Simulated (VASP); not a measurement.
B5O: single point with PBE

Crystal: B5O.

```
B O
1.0
     0.78081   -4.41641    0.02167
    -4.43587   -0.47590    0.09740
     1.80793    0.82944   -5.42984
B O
10 2
Cartesian
  -1.3783 -1.7495 -4.8229
  -2.0548 -1.3375 -1.8301
  0.4794 -2.2916 -2.6945
  -1.9685 -2.1509 -0.3801
  -3.6531 -1.8605 -0.9795
  1.7237 -1.7990 -3.8919
  -0.7339 -2.6197 -1.5989
  0.0786 -1.2158 -4.1842
  -0.3955 -4.3004 -1.4020
  -1.1434 -1.7549 -3.1522
  1.4210 -3.1077 -3.3745
  0.0739 -0.1286 -0.9363
```

| Item | Value |
| --- | --- |
| Program | VASP 6.6.1 |
| Task | single point |
| Functional | PBE |
| Potentials or basis | VASP PAW PBE potentials, release 64 (B, O) |
| Cutoff | 520 eV |
| k mesh | 4 × 4 × 4 |
| Occupations | gaussian, width 0.1 eV |
| Spin | no spin polarisation |
| Dipole correction | no |
| Further INCAR settings | ALGO = Normal; EDIFF = 1e-06; NBANDS = 33 |

- Pressure: 0.4 GPa
- Largest force: 0.184 eV/Å
- Band gap on the k mesh: 0.62 eV (least direct gap 0.98 eV)

Forces in eV/Å, atoms in the order of the input:
```
B   -0.023 -0.001 -0.002
B   -0.007  0.014 -0.001
B   -0.083  0.075  0.057
B    0.027 -0.008  0.007
B    0.044 -0.049  0.010
B    0.049  0.112 -0.035
B   -0.007  0.005  0.026
B    0.018  0.002  0.005
B   -0.064  0.025 -0.028
B   -0.023  0.003 -0.037
O    0.051 -0.175 -0.021
O    0.018 -0.003  0.020
```

Stress tensor (GPa, compression positive):
```
 0.45 -0.06 -0.11
-0.06  0.40 -0.03
-0.11 -0.03  0.34
```

Levels at points of the mesh, in eV from the valence-band top:
```csv
k point,band 17,band 18,band 19,band 20,band 21,band 22,band 23,band 24,band 25,band 26
"(0.00, 0.00, 0.00)",-3.86,-2.45,-2.33,-1.98,-1.73,1.94,2.44,2.82,3.38,4.36
"(0.50, 0.00, 0.00)",-3.34,-2.82,-2.41,-2.09,-1.26,1.69,2.92,3.30,3.78,4.18
"(0.00, 0.50, 0.00)",-3.13,-2.96,-1.86,-1.37,-0.55,1.29,1.56,2.69,3.82,4.12
"(0.50, 0.50, 0.00)",-2.66,-2.15,-1.83,-1.62,-1.11,1.31,1.67,3.00,3.46,3.78
"(0.00, 0.00, 0.50)",-4.30,-3.42,-2.71,-1.61,-1.11,1.39,1.83,2.80,3.24,4.40
"(0.50, 0.00, 0.50)",-3.38,-3.06,-2.17,-1.89,-1.24,0.89,1.66,2.72,4.29,4.71
"(0.00, 0.50, 0.50)",-3.27,-3.01,-2.18,-1.63,-0.34,1.48,2.03,2.48,2.96,3.91
"(0.50, 0.50, 0.50)",-2.75,-2.29,-1.88,-1.50,-0.05,1.17,1.29,2.18,3.38,4.45
```

Run time: 97 s on 1 thread of AMD EPYC 9R45 96-Core Processor (Zen 5), on a shared host, peak memory 0.24 GiB.

Caveat: semilocal functionals underestimate gaps, and a narrow one can read as zero. A k mesh can miss the band edges.
